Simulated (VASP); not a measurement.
# Li2Mg (P6_3/mmc) in VASP: notebook

Li2Mg is run at these levels: LDA; tasks: single point.

Everything below comes from runs of VASP 6.6.1. Logs are shortened: lines on timing, memory, paths and dates and some standing lists are left out, and cuts for length are marked.

**1. The cell of the first run**

Symmetry: P6_3/mmc, No. 194, hexagonal system. The conventional cell has a = 3.078 Å, b = 3.078 Å, c = 15.434 Å, α = 90.00°, β = 90.00°, γ = 120.00°. Li (site symmetry 3m) has 9 Li at 3.08 to 3.11 Å and 3 Mg at 3.13 Å within 4.1 Å. Mg (site symmetry -6m2) has 6 Mg at 3.08 Å and 6 Li at 3.13 Å within 4.1 Å.

**2. Single point, LDA**

Contents of INCAR:

```
ALGO     = Normal         # electronic algorithm
EDIFF    = 1E-6           # SCF threshold, eV
ENCUT    = 520            # plane-wave cutoff, eV
ISIF     = 2              # what is computed and relaxed
ISMEAR   = 1              # smearing method
LASPH    = T              # aspherical terms in the spheres
LCHARG   = T              # write CHGCAR
LELF     = T              # ELF
LREAL    = F              # projectors in reciprocal space
LVHAR    = T            
LWAVE    = F              # write WAVECAR
NBANDS   = 17             # bands
NELM     = 60             # most SCF steps
PREC     = Accurate       # precision mode
SIGMA    = 0.25           # smearing width, eV
```

Contents of KPOINTS:

```
k-points
0
Gamma
  10 10 2
```

Contents of POSCAR:

```
Li2Mg
1.0
    3.0782697400      0.0000000000      0.0000000000
   -1.5391348700      2.6658597945      0.0000000000
    0.0000000000      0.0000000000     15.4338964700
Li Mg
4 2
Direct
    0.6666666667      0.3333333333      0.5827943500
    0.3333333333      0.6666666667      0.0827943500
    0.3333333333      0.6666666667      0.4172056500
    0.6666666667      0.3333333333      0.9172056500
    0.3333333333      0.6666666667      0.7500000000
    0.6666666667      0.3333333333      0.2500000000
```

Potentials or basis: VASP PAW LDA potentials, release 64 (Li_sv, Mg).

Launch:

```console
$ cat potpaw_LDA.64/Li_sv/POTCAR potpaw_LDA.64/Mg/POTCAR > POTCAR
$ mpirun -np 1 vasp_std > vasp.out
```

OUTCAR:

```text
EDIFF = 1E-6
   ENCUT = 520
   ISIF = 2
   ISMEAR = 1
   LASPH = T
   LREAL = F
   NELM = 60
   PREC = Accurate

 ion  position               nearest neighbor table
   1  0.667  0.333  0.583-
   2  0.333  0.667  0.083-
   3  0.333  0.667  0.417-
   4  0.667  0.333  0.917-
   5  0.333  0.667  0.750-
   6  0.667  0.333  0.250-

  LATTYP: Found a hexagonal cell.
 ALAT       =     3.0782697400
 C/A-ratio  =     5.0138219758

  Lattice vectors:

 A1 = (   3.0782697400,   0.0000000000,   0.0000000000)
 A2 = (  -1.5391348700,   2.6658597945,   0.0000000000)
 A3 = (   0.0000000000,   0.0000000000,  15.4338964700)

Analysis of symmetry for initial positions (statically):
=====================================================================
 Subroutine PRICEL returns:
 Original cell was already a primitive cell.

 Routine SETGRP: Setting up the symmetry group for a
 hexagonal supercell.

 Subroutine GETGRP returns: Found 24 space group operations
 (whereof 12 operations were pure point group operations)
 out of a pool of 24 trial point group operations.

The static configuration has the point symmetry D_3d.
 The point group associated with its full space group is D_6h.

Analysis of symmetry for dynamics (positions and initial velocities):
=====================================================================
 Subroutine PRICEL returns:
 Original cell was already a primitive cell.

 Routine SETGRP: Setting up the symmetry group for a
 hexagonal supercell.

 Subroutine GETGRP returns: Found 24 space group operations
 (whereof 12 operations were pure point group operations)
 out of a pool of 24 trial point group operations.

The dynamic configuration has the point symmetry D_3d.
 The point group associated with its full space group is D_6h.

 Subroutine INISYM returns: Found 24 space group operations
 (whereof 12 operations are pure point group operations),
 and found     1 'primitive' translations

----------------------------------------------------------------------------------------

                                     Primitive cell

  volume of cell :     126.6542

  direct lattice vectors                    reciprocal lattice vectors
     3.078269740  0.000000000  0.000000000     0.324857821  0.187556750  0.000000000
    -1.539134870  2.665859795  0.000000000     0.000000000  0.375113501  0.000000000
     0.000000000  0.000000000 15.433896470     0.000000000  0.000000000  0.064792452

  length of vectors
     3.078269740  3.078269740 15.433896470     0.375113501  0.375113501  0.064792452

  position of ions in fractional coordinates (direct lattice)
     0.666666667  0.333333333  0.582794350
     0.333333333  0.666666667  0.082794350
     0.333333333  0.666666667  0.417205650
     0.666666667  0.333333333  0.917205650
     0.333333333  0.666666667  0.750000000
     0.666666667  0.333333333  0.250000000

  ion indices of the primitive-cell ions
   primitive index   ion index
                 1           1
                 2           2
                 3           3
                 4           4
                 5           5
                 6           6

----------------------------------------------------------------------------------------

 KPOINTS: k-points

Automatic generation of k-mesh.
 Grid dimensions read from file:
 generate k-points for:   10   10    2

 Generating k-lattice:

  Cartesian coordinates                     Fractional coordinates (reciprocal lattice)
     0.032485782  0.018755675  0.000000000     0.100000000  0.000000000  0.000000000
     0.000000000  0.037511350  0.000000000     0.000000000  0.100000000  0.000000000
     0.000000000  0.000000000  0.032396226     0.000000000  0.000000000  0.500000000

  Length of vectors
     0.037511350  0.037511350  0.032396226

  Shift w.r.t. Gamma in fractional coordinates (k-lattice)
     0.000000000  0.000000000  0.000000000

 Subroutine IBZKPT returns following result:
 ===========================================

 Found     28 irreducible k-points:

 Following reciprocal coordinates:
            Coordinates               Weight
  0.000000  0.000000  0.000000      1.000000
  0.100000  0.000000  0.000000      6.000000
  0.200000  0.000000  0.000000      6.000000
  0.300000  0.000000  0.000000      6.000000
  0.400000 -0.000000  0.000000      6.000000
  0.500000  0.000000  0.000000      3.000000
[... 16 lines left out ...]
  0.300000  0.100000  0.500000     12.000000
  0.400000  0.100000  0.500000     12.000000
 [... further k-points ...]
   k-points           NKPTS =     28   k-points in BZ     NKDIM =     28   number of bands    NBANDS=     17
   number of dos      NEDOS =    301   number of ions     NIONS =      6
   total plane-waves  NPLWV =  69120
   dimension x,y,z NGX =    24 NGY =   24 NGZ =  120
   dimension x,y,z NGXF=    48 NGYF=   48 NGZF=  240
   ions per type =               4   2
   NGX,Y,Z   is equivalent  to a cutoff of  12.96, 12.96, 12.93 a.u.
   NGXF,Y,Z  is equivalent  to a cutoff of  25.92, 25.92, 25.85 a.u.
 SYSTEM =  unknown system
   PREC   = accura    normal or accurate (medium, high low for compatibility)
   ISTART =      0    job   : 0-new  1-cont  2-samecut
   ICHARG =      2    charge: 1-file 2-atom 10-const
   ISPIN  =      1    spin polarized calculation?
   LNONCOLLINEAR =      F non collinear calculations
   LSORBIT =      F    spin-orbit coupling
   LASPH  =      T    aspherical Exc in radial PAW
   ENCUT  =  520.0 eV  38.22 Ry    6.18 a.u.   5.72  5.72 28.70*2*pi/ulx,y,z
   NELM   =     60;   NELMIN=  2; NELMDL= -5     # of ELM steps
   EDIFF  = 0.1E-05   stopping-criterion for ELM
   LREAL  =      F    real-space projection
   EDIFFG = 0.1E-04   stopping-criterion for IOM
   NSW    =      0    number of steps for IOM
   IBRION =     -1    ionic relax: 0-MD 1-quasi-New 2-CG
   NFREE  =      0    steps in history (QN), initial steepest desc. (CG)
   ISIF   =      2    stress and relaxation
   ISYM   =      2    0-nonsym 1-usesym 2-fastsym
   POTIM  = 0.5000    time-step for ionic-motion
   TEBEG  =    0.0;   TEEND  =   0.0 temperature during run
   PSTRESS=    0.0 pullay stress
   NELECT =      16.0000    total number of electrons
   NUPDOWN=      -1.0000    fix difference up-down
   EMIN   =  10.00;   EMAX   =-10.00  energy-range for DOS
   EFERMI =   0.00;   METHOD = LEGACY
   ISMEAR =     1;   SIGMA  =   0.25  broadening in eV -4-tet -1-fermi 0-gaus
   EFERMI_NEDOS =   21; number of points for ismear=-14 and -15
   IALGO  =     38    algorithm
   IMIX   =      4    mixing-type and parameters
     AMIX     =   0.40;   BMIX     =  1.00
     AMIX_MAG =   1.60;   BMIX_MAG =  1.00
  volume/ion in A,a.u.               =      21.11       142.45
  Fermi-wavevector in a.u.,A,eV,Ry     =   0.821438  1.552293  9.180680  0.674761
  Thomas-Fermi vector in A             =   1.932597
   LORBIT       =      0    0 simple, 1 ext, 2 COOP (PROOUT), +10 PAW based schemes
   GGA     = CA    functional components
   LHFCALC =     F    Hartree Fock is set to
   AEXX    =    0.0000 exact exchange contribution
   IVDW    =     0    specifies the selected vdW correction
   LEPSILON=     F    determine dielectric tensor
   LRPA    =     F    only Hartree local field effects (RPA)
 non-spin polarized calculation
 Methfessel and Paxton  Order N= 1 SIGMA  =   0.25
  energy-cutoff  :      520.00
  volume of cell :      126.65
 maximum number of plane-waves:      3444
 NGX is ok and might be reduce to    24
   NGX = 11   NGY = 11   NGZ = 57

 number of electron      15.9999966 magnetization

 Free energy of the ion-electron system (eV)
  ---------------------------------------------------
  ext. energy  EPLUGINS =         0.00000000
  ---------------------------------------------------
  free energy    TOTEN  =       -11.85105017 eV

  energy without entropy =      -11.83752824  energy(sigma->0) =      -11.84654286

 E-fermi :   1.2089     XC(G=0):  -7.7076

 val. band max:        1.2079059303   @ k =   0.4000   0.1000   0.0000
 cond. band min:       1.2865985939   @ k =   0.4000   0.2000   0.0000
 fundamental gap:      0.0786926636
 Fermi energy:         1.2088557664

 k-point     1 :       0.0000    0.0000    0.0000
  band No.  band energies     occupation
      1     -44.3910      2.00000
      2     -44.3910      2.00000
      3     -44.3829      2.00000
      4     -44.3828      2.00000
      5      -4.3441      2.00000
      6      -4.3005      2.00000
[... 9 lines left out ...]
     16      13.1621      0.00000
     17      13.1623      0.00000

 k-point     2 :       0.1000    0.0000    0.0000
  band No.  band energies     occupation
      1     -44.3897      2.00000
      2     -44.3897      2.00000
      3     -44.3819      2.00000
      4     -44.3819      2.00000
      5      -4.1410      2.00000
      6      -4.0951      2.00000
[... 9 lines left out ...]
     16      11.2191      0.00000
     17      11.5598      0.00000

 k-point     3 :       0.2000    0.0000    0.0000
  band No.  band energies     occupation
      1     -44.3861      2.00000
      2     -44.3861      2.00000
      3     -44.3793      2.00000
      4     -44.3793      2.00000
      5      -3.5358      2.00000
      6      -3.4826      2.00000
[... 9 lines left out ...]
     16       9.6783      0.00000
     17      10.4905      0.00000

 k-point     4 :       0.3000    0.0000    0.0000
  band No.  band energies     occupation
      1     -44.3815      2.00000
      2     -44.3815      2.00000
      3     -44.3762      2.00000
      4     -44.3762      2.00000
      5      -2.5406      2.00000
      6      -2.4744      2.00000
[... 9 lines left out ...]
     16       7.7574      0.00000
     17       8.3691      0.00000
[... 343 lines left out ...]
      1     -44.3831      2.00000
      2     -44.3831      2.00000
      3     -44.3772      2.00000
      4     -44.3772      2.00000
      5      -2.9072      2.00000
      6      -2.9072      2.00000
[... 9 lines left out ...]
     16       8.0962      0.00000
     17       8.7858      0.00000

 k-point    23 :       0.3000    0.1000    0.5000
  band No.  band energies     occupation
      1     -44.3788      2.00000
      2     -44.3788      2.00000
      3     -44.3746      2.00000
      4     -44.3746      2.00000
      5      -1.7199      2.00000
      6      -1.7199      2.00000
[... 9 lines left out ...]
     16       6.5463      0.00000
     17       7.6326      0.00000

 k-point    24 :       0.4000    0.1000    0.5000
  band No.  band energies     occupation
      1     -44.3759      2.00000
      2     -44.3759      2.00000
      3     -44.3732      2.00000
      4     -44.3732      2.00000
      5      -0.1912      2.00000
      6      -0.1912      2.00000
[... 9 lines left out ...]
     16       5.8240     -0.00000
     17       6.9811      0.00000

 [... further k-points ...]
[... 5 lines left out ...]
  --------------------------------------------------------------------------------------
  -------------------------------------------------------------------------------------
  Total       -0.9225911     -0.9225911     -1.5223644      0.0000000      0.0000000      0.0000000
  in kB      -11.6707912    -11.6707912    -19.2579318      0.0000000      0.0000000      0.0000000
  external PRESSURE =     -14.1998381 kB  Pullay stress =       0.0000000 kB

 VOLUME and BASIS-vectors are now :
 -----------------------------------------------------------------------------
  energy-cutoff  :      520.00
  volume of cell :      126.65
      direct lattice vectors                 reciprocal lattice vectors
     3.078269740  0.000000000  0.000000000     0.324857821  0.187556750  0.000000000
    -1.539134870  2.665859795  0.000000000     0.000000000  0.375113501  0.000000000
     0.000000000  0.000000000 15.433896470     0.000000000  0.000000000  0.064792452

 POSITION                                       TOTAL-FORCE (eV/Angst)
 -----------------------------------------------------------------------------------
      1.53913      0.88862      8.99479        -0.000000      0.000000      0.038904
     -0.00000      1.77724      1.27784         0.000000     -0.000000      0.038904
     -0.00000      1.77724      6.43911         0.000000     -0.000000     -0.038904
      1.53913      0.88862     14.15606        -0.000000      0.000000     -0.038904
     -0.00000      1.77724     11.57542         0.000000     -0.000000     -0.000000
      1.53913      0.88862      3.85847         0.000000     -0.000000     -0.000000
 -----------------------------------------------------------------------------------
    total drift:                               -0.000000      0.000000      0.000000

  FREE ENERGIE OF THE ION-ELECTRON SYSTEM (eV)
  ---------------------------------------------------
  free  energy   TOTEN  =       -11.8510501728 eV

  energy  without entropy=      -11.8375282395  energy(sigma->0) =      -11.84654286
```

Run time: 34 s. Hardware: 1 thread of AMD EPYC 9R45 (Zen 5), shared host; peak memory 0.19 GiB.

What came out:

* Free energy: -11.8511 eV
* Largest force: 0.039 eV/Å
* Band gap on the k mesh: zero (band 8 reaches 2.43 eV, above the bottom of band 9 at -1.03 eV)

Forces on the atoms (eV/Å):
```
Li   0.000  0.000  0.039
Li   0.000  0.000  0.039
Li   0.000  0.000 -0.039
Li   0.000  0.000 -0.039
Mg   0.000  0.000  0.000
Mg   0.000  0.000  0.000
```

Levels at points of the mesh, in eV from the Fermi level:
```tsv
k point	band 4	band 5	band 6	band 7	band 8	band 9	band 10	band 11	band 12	band 13
(0.00, 0.00, 0.00)	-45.59	-5.55	-5.51	-3.17	-2.27	-2.24	-0.63	1.48	3.75	5.04
(0.50, 0.00, 0.00)	-45.58	-0.90	-0.76	-0.49	-0.44	0.18	0.73	1.97	2.41	2.91
(0.00, 0.00, 0.50)	-45.59	-5.53	-5.53	-2.92	-2.92	-1.31	-1.31	2.43	2.43	6.71
(0.50, 0.00, 0.50)	-45.58	-0.84	-0.84	-0.48	-0.48	0.44	0.44	2.16	2.16	3.08
```

Caveat: the cutoff is under 1.25 times the usual one of these potentials, so pressure, stress and relaxed cells hold a basis-set (Pulay) error.

[end of part 1 of 2]
